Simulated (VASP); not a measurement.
# CdSe (Cadmoselite) (P6_3mc) in VASP: a series of runs

Runs on CdSe (Cadmoselite). Level: PBEsol. Tasks: single point.

Program: VASP 6.6.1. These are calculated values, not measurements. Logs are shortened: lines on timing, memory, paths and dates and some standing lists are left out, and cuts for length are marked.

## (1) The cell of the first run

The structure is hexagonal, space group P6_3mc (No. 186). Conventional cell: a = 4.208 Å, b = 4.208 Å, c = 6.873 Å, α = 90.00°, β = 90.00°, γ = 120.00°. Within 3.4 Å of Cd (site symmetry 3m) lie 4 Se at 2.58 Å. Within 3.4 Å of Se (site symmetry 3m) lie 4 Cd at 2.58 Å.

## (2) Single point, PBEsol, non-collinear spin, zero start, spin-orbit coupling

File INCAR:

```
PREC = Accurate
ENCUT = 520
EDIFF = 1E-6
ISMEAR = -1
SIGMA = 0.01
LREAL = False
LASPH = True
NELM = 150
ALGO = Normal
ISIF = 2
LWAVE = False
LCHARG = True
MAGMOM = 0 0 0 0 0 0 0 0 0 0 0 0
LORBIT = 11
LSORBIT = True
GGA_COMPAT = False
LORBMOM = True
GGA = PS
LVHAR = True
NBANDS = 50
```

File KPOINTS:

```
regular mesh
0
Gamma
  6 6 4
```

File POSCAR:

```
CdSe
1.0
    4.2076016903      0.0000000000      0.0000000000
   -2.1038008452      3.6438899528      0.0000000000
    0.0000000000      0.0000000000      6.8729197189
Cd Se
2 2
Direct
    0.3333333333      0.6666666667      0.0048377725
    0.6666666667      0.3333333333      0.5048377725
    0.3333333333      0.6666666667      0.3801622275
    0.6666666667      0.3333333333      0.8801622275
```

Potentials or basis: VASP PAW PBE potentials, release 64 (Cd, Se).

On the command line:

```console
> cat potpaw_PBE.64/Cd/POTCAR potpaw_PBE.64/Se/POTCAR > POTCAR
> mpirun -np 1 vasp_ncl > vasp.out
```

OUTCAR:

```text
PREC = Accurate
   ENCUT = 520
   EDIFF = 1E-6
   ISMEAR = -1
   LREAL = False
   LASPH = True
   NELM = 150
   ISIF = 2
   LORBIT = 11
   LSORBIT = True
   GGA = PS

 ion  position               nearest neighbor table
   1  0.333  0.667  0.005-   4 2.58   4 2.58   4 2.58   3 2.58
   2  0.667  0.333  0.505-   3 2.58   3 2.58   3 2.58   4 2.58
   3  0.333  0.667  0.380-   2 2.58   2 2.58   2 2.58   1 2.58
   4  0.667  0.333  0.880-   1 2.58   1 2.58   1 2.58   2 2.58

  LATTYP: Found a hexagonal cell.
 ALAT       =     4.2076016903
 C/A-ratio  =     1.6334530273

  Lattice vectors:

 A1 = (   4.2076016903,   0.0000000000,   0.0000000000)
 A2 = (  -2.1038008452,   3.6438899528,   0.0000000000)
 A3 = (   0.0000000000,   0.0000000000,   6.8729197189)

Analysis of symmetry for initial positions (statically):
=====================================================================
 Subroutine PRICEL returns:
 Original cell was already a primitive cell.

 Routine SETGRP: Setting up the symmetry group for a
 hexagonal supercell.

 Subroutine GETGRP returns: Found 12 space group operations
 (whereof  6 operations were pure point group operations)
 out of a pool of 24 trial point group operations.

The static configuration has the point symmetry C_3v.
 The point group associated with its full space group is C_6v.

Analysis of symmetry for dynamics (positions and initial velocities):
=====================================================================
 Subroutine PRICEL returns:
 Original cell was already a primitive cell.

 Routine SETGRP: Setting up the symmetry group for a
 hexagonal supercell.

 Subroutine GETGRP returns: Found 12 space group operations
 (whereof  6 operations were pure point group operations)
 out of a pool of 24 trial point group operations.

The dynamic configuration has the point symmetry C_3v.
 The point group associated with its full space group is C_6v.

Analysis of structural, dynamic, and magnetic symmetry:
=====================================================================
 Subroutine PRICEL returns:
 Original cell was already a primitive cell.

 Routine SETGRP: Setting up the symmetry group for a
 hexagonal supercell.

 Subroutine GETGRP returns: Found 12 space group operations
 (whereof  6 operations were pure point group operations)
 out of a pool of 24 trial point group operations.

The overall configuration has the point symmetry C_3v.
 The point group associated with its full space group is C_6v.

 Subroutine INISYM returns: Found 12 space group operations
 (whereof  6 operations are pure point group operations),
 and found     1 'primitive' translations

----------------------------------------------------------------------------------------

                                     Primitive cell

  volume of cell :     105.3759

  direct lattice vectors                    reciprocal lattice vectors
     4.207601690  0.000000000  0.000000000     0.237665082  0.137215999  0.000000000
    -2.103800845  3.643889953  0.000000000     0.000000000  0.274431998  0.000000000
     0.000000000  0.000000000  6.872919719     0.000000000  0.000000000  0.145498571

  length of vectors
     4.207601690  4.207601690  6.872919719     0.274431998  0.274431998  0.145498571

  position of ions in fractional coordinates (direct lattice)
     0.333333333  0.666666667  0.004837772
     0.666666667  0.333333333  0.504837772
     0.333333333  0.666666667  0.380162228
     0.666666667  0.333333333  0.880162228

  ion indices of the primitive-cell ions
   primitive index   ion index
                 1           1
                 2           2
                 3           3
                 4           4

----------------------------------------------------------------------------------------

 KPOINTS: regular mesh

Automatic generation of k-mesh.
 Grid dimensions read from file:
 generate k-points for:    6    6    4
[... 110 lines left out ...]
  ext. energy  EPLUGINS =         0.00000000
  ---------------------------------------------------
  free energy    TOTEN  =       -12.34438648 eV

  energy without entropy =      -12.34438648  energy(sigma->0) =      -12.34438648

 E-fermi :   1.7370     XC(G=0):  -9.3941

 val. band max:        1.4849736126   @ k =   0.0000   0.0000   0.0000
 cond. band min:       2.0418341438   @ k =   0.0000   0.0000   0.0000
 fundamental gap:      0.5568605312
 Fermi energy:         1.7369871501

 k-point     1 :       0.0000    0.0000    0.0000
  band No.  band energies     occupation
      1     -11.6633      1.00000
      2     -11.6633      1.00000
      3     -11.2166      1.00000
      4     -11.2166      1.00000
      5      -7.0738      1.00000
      6      -7.0738      1.00000
[... 1213 lines left out ...]
     47       8.6186      0.00000
     48       8.6186      0.00000

 [... further k-points ...]

 [bands above 48 left out]

------------------------ aborting loop because EDIFF is reached ----------------------------------------

  FORCE on cell =-STRESS in cart. coord.  units (eV):
  Direction    XX          YY          ZZ          XY          YZ          ZX
  --------------------------------------------------------------------------------------
  -------------------------------------------------------------------------------------
  Total        2.9080656      2.9080656      2.9152419     -0.0000000      0.0000000      0.0000000
  in kB       44.2154077     44.2154077     44.3245188     -0.0000000      0.0000000      0.0000000
  external PRESSURE =      44.2517781 kB  Pullay stress =       0.0000000 kB

 VOLUME and BASIS-vectors are now :
 -----------------------------------------------------------------------------
  energy-cutoff  :      520.00
  volume of cell :      105.38
      direct lattice vectors                 reciprocal lattice vectors
     4.207601690  0.000000000  0.000000000     0.237665082  0.137215999  0.000000000
    -2.103800845  3.643889953  0.000000000     0.000000000  0.274431998  0.000000000
     0.000000000  0.000000000  6.872919719     0.000000000  0.000000000  0.145498571

 POSITION                                       TOTAL-FORCE (eV/Angst)
 -----------------------------------------------------------------------------------
     -0.00000      2.42926      0.03325        -0.000000      0.000000      0.003470
      2.10380      1.21463      3.46971         0.000000      0.000000      0.003470
     -0.00000      2.42926      2.61282         0.000000      0.000000     -0.003470
      2.10380      1.21463      6.04928        -0.000000     -0.000000     -0.003470
 -----------------------------------------------------------------------------------
    total drift:                               -0.000000      0.000000     -0.001145

  FREE ENERGIE OF THE ION-ELECTRON SYSTEM (eV)
  ---------------------------------------------------
  free  energy   TOTEN  =       -12.3443864755 eV

  energy  without entropy=      -12.3443864755  energy(sigma->0) =      -12.34438648

 orbital moment (x)

 # of ion     p       d       tot
 ----------------------------------------
  1         0.000   0.000   0.000
  2        -0.000  -0.000  -0.000
  3         0.000  -0.000  -0.000
  4         0.000   0.000   0.000
 ----------------------------------------
            0.000   0.000   0.000

 orbital moment (y)

 # of ion     p       d       tot
 ----------------------------------------
  1        -0.000  -0.000  -0.000
  2         0.000   0.000   0.000
  3        -0.000   0.000  -0.000
  4         0.000   0.000   0.000
 ----------------------------------------
            0.000   0.000   0.000

 orbital moment (z)

 # of ion     p       d       tot
 ----------------------------------------
  1         0.000   0.000   0.000
  2         0.000  -0.000  -0.000
  3         0.000   0.000   0.000
  4         0.000   0.000   0.000
 ----------------------------------------
            0.000  -0.000  -0.000

 Spin-Orbit-Coupling matrix elements

 Ion:    1  E_soc:     -0.0604751
 l=   1
     0.0000000    -0.0030114    -0.0030534
    -0.0030114     0.0000000    -0.0030114
    -0.0030534    -0.0030114     0.0000000
 l=   2
     0.0000000    -0.0014035     0.0000000    -0.0014035    -0.0056674
    -0.0014035     0.0000000    -0.0042457    -0.0013884    -0.0014035
     0.0000000    -0.0042457     0.0000000    -0.0042457     0.0000000
    -0.0014035    -0.0013884    -0.0042457     0.0000000    -0.0014035
    -0.0056674    -0.0014035     0.0000000    -0.0014035     0.0000000
 l=   3
     0.0000000     0.0000000     0.0000000     0.0000000     0.0000000     0.0000000     0.0000000
     0.0000000     0.0000000     0.0000000     0.0000000     0.0000000     0.0000000     0.0000000
     0.0000000     0.0000000     0.0000000     0.0000000     0.0000000     0.0000000     0.0000000
     0.0000000     0.0000000     0.0000000     0.0000000     0.0000000     0.0000000     0.0000000
[... 49 lines left out ...]
 l=   2
     0.0000000    -0.0000012     0.0000000    -0.0000012    -0.0000086
    -0.0000012     0.0000000    -0.0000065    -0.0000002    -0.0000012
     0.0000000    -0.0000065     0.0000000    -0.0000065     0.0000000
    -0.0000012    -0.0000002    -0.0000065     0.0000000    -0.0000012
    -0.0000086    -0.0000012     0.0000000    -0.0000012     0.0000000
 l=   3
     0.0000000     0.0000000     0.0000000     0.0000000     0.0000000     0.0000000     0.0000000
     0.0000000     0.0000000     0.0000000     0.0000000     0.0000000     0.0000000     0.0000000
     0.0000000     0.0000000     0.0000000     0.0000000     0.0000000     0.0000000     0.0000000
     0.0000000     0.0000000     0.0000000     0.0000000     0.0000000     0.0000000     0.0000000
     0.0000000     0.0000000     0.0000000     0.0000000     0.0000000     0.0000000     0.0000000
     0.0000000     0.0000000     0.0000000     0.0000000     0.0000000     0.0000000     0.0000000
     0.0000000     0.0000000     0.0000000     0.0000000     0.0000000     0.0000000     0.0000000

 total charge

# of ion       s       p       d       tot
------------------------------------------
    1        0.459   0.359   9.552  10.370
    2        0.459   0.359   9.552  10.370
    3        1.443   2.415   0.028   3.885
    4        1.443   2.415   0.028   3.885
--------------------------------------------------
tot          3.804   5.547  19.160  28.511

 magnetization (x)

# of ion       s       p       d       tot
------------------------------------------
    1        0.000   0.000  -0.000   0.000
    2        0.000  -0.000   0.000   0.000
    3        0.000   0.000   0.000   0.000
    4       -0.000   0.000  -0.000   0.000
--------------------------------------------------
tot          0.000   0.000  -0.000   0.000

 magnetization (y)

# of ion       s       p       d       tot
------------------------------------------
    1        0.000  -0.000  -0.000  -0.000
    2        0.000  -0.000   0.000  -0.000
    3       -0.000   0.000   0.000  -0.000
    4        0.000   0.000   0.000   0.000
--------------------------------------------------
tot         -0.000  -0.000  -0.000  -0.000

 magnetization (z)

# of ion       s       p       d       tot
------------------------------------------
    1        0.000   0.000  -0.000  -0.000
    2        0.000   0.000  -0.000   0.000
    3        0.000   0.000   0.000   0.000
    4        0.000   0.000   0.000   0.000
--------------------------------------------------
tot          0.000   0.000  -0.000   0.000
```

Wall time 2.9 min (1 thread of Intel Xeon 6975P-C (Granite Rapids), shared host); peak memory 0.56 GiB.

What came out:

| Property | Result |
| --- | --- |
| Free energy | -12.3444 eV |
| Pressure | 4.4 GPa |
| Largest force | 0.003 eV/Å |
| Net moment | 0.00 μB per cell |
| Valence electrons inside the program's atomic spheres | Cd 10.37; Se 3.88 |

Forces on the atoms (eV/Å):
```
Cd   0.000  0.000  0.003
Cd   0.000  0.000  0.003
Se   0.000  0.000 -0.003
Se   0.000  0.000 -0.003
```

Moments on the atoms (μB; x, y, z):
```
Cd  0.00 0.00 0.00
Cd  0.00 0.00 0.00
Se  0.00 0.00 0.00
Se  0.00 0.00 0.00
```

Caveat: the PAW data sets were made with another functional, which shifts forces and pressure a little.

(Continued in part 2 of 2.)
